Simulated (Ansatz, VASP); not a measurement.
# Mg2B3: VASP beside Ansatz

```
CELL_PARAMETERS angstrom
3.02490 0.00000 0.00000
-1.51245 2.61964 0.00000
0.00000 0.00000 7.66289
ATOMIC_POSITIONS crystal
Mg 0.33333 0.66667 0.21604
Mg 0.66667 0.33333 0.78396
B 0.00000 0.00000 0.00000
B 0.33333 0.66667 0.51287
B 0.66667 0.33333 0.48713
```

Change from the starting cell: species swapped into the Ga3Pt2 type (P-3m1, No. 164).

Alike in both runs: functional PBE; k mesh 12 × 12 × 8; occupations gaussian, width 0.1 eV; no spin polarisation.

Ansatz relaxed the structure, and its values are those at the end. VASP's run is a single point on that final structure, the one shown.

|  | VASP | Ansatz |
| --- | --- | --- |
| version | VASP 6.6.1 | Ansatz 0.2.0 |
| potentials or method | VASP PAW PBE potentials, release 64 (Mg, B), cutoff 520 eV | scalar-relativistic, plane waves, PAW |
| valence electrons in the cell | 13 | 29 |

```csv
,VASP,Ansatz,Ansatz less VASP
gap on the k mesh at the Fermi level (eV),none,none,-
pressure (GPa),-0.1,0.0,+0.12
rms of the force components (eV/Å),0.004,0.000,-0.0038
```

A gap of «none» marks a metal or a gap that the smearing closes. VASP's potentials hold 13 valence electrons a cell and Ansatz's 29, so a difference there can come from the potentials and not from the codes.
